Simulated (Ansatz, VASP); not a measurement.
# Te2Mo: VASP beside Ansatz

INCAR

```
PREC = Accurate
ENCUT = 520
EDIFF = 1E-6
ISMEAR = 0
SIGMA = 0.02
LREAL = False
LASPH = True
NELM = 100
ALGO = Normal
ISIF = 2
LWAVE = False
LCHARG = False
LDIPOL = True
IDIPOL = 3
DIPOL = 0.5 0.5 0.500
GGA = PE
IVDW = 12
NBANDS = 20
```

File KPOINTS:

```
Automatic mesh
0
Gamma
  9 9 1
```

File POSCAR:

```
Te2Mo
1.0
    3.2240000000      0.0000000000      0.0000000000
   -1.6120000000      2.7920659018      0.0000000000
    0.0000000000      0.0000000000     33.2698832047
Te Mo
2 1
Direct
    0.3333333333      0.6666666667      0.4415988332
    0.3333333333      0.6666666667      0.5584011668
    0.6666666667      0.3333333333      0.5000000000
```

Input for Ansatz:

```yaml
crystal:
  lattice:
    - [3.224, 0.0, 0.0]
    - [-1.612, 2.7920659018, 0.0]
    - [0.0, 0.0, 33.2698832047]
  atoms:
    - { symbol: Te, position: [0.3333333333, 0.6666666667, 0.4415988332] }
    - { symbol: Mo, position: [0.6666666667, 0.3333333333, 0.5] }
    - { symbol: Te, position: [0.3333333333, 0.6666666667, 0.5584011668] }
  periodic: [true, true, false]
basis:
  ecutwfc: 420
kpoints:
  mp_grid: { grid: [9, 9, 1] }
hamiltonian:
  xc: pbe
  pseudopotentials: { kind: paw, azcp: { folder: soft_1 } }
  dispersion: d3bj
scf:
  occupations: { method: gaussian, width: 0.02 }
output:
  forces: true
  stress: true
  eigenvalues: true
```

Alike in both runs: task single point; functional PBE; dispersion D3(BJ); k mesh 9 × 9 × 1; occupations gaussian, width 0.02 eV; no spin polarisation.

|  | VASP | Ansatz |
| --- | --- | --- |
| version | VASP 6.6.1 | Ansatz 0.2.0 |
| potentials or method | VASP PAW PBE potentials, release 64 (Te, Mo_sv), cutoff 520 eV | scalar-relativistic, plane waves, PAW |
| valence electrons in the cell | 26 | 46 |

Ansatz gave:

- gap on the k mesh at the Fermi level (eV): 0.36
- least direct gap on the mesh (eV): 0.87
- rms of the force components (eV/Å): 0.062

Q: Estimate VASP's values.

A: gap on the k mesh at the Fermi level (eV): 0.36; least direct gap on the mesh (eV): 0.87; rms of the force components (eV/Å): 0.057.

VASP's potentials hold 26 valence electrons a cell and Ansatz's 46, so a difference there can come from the potentials and not from the codes.

Neither program's run includes spin-orbit coupling.
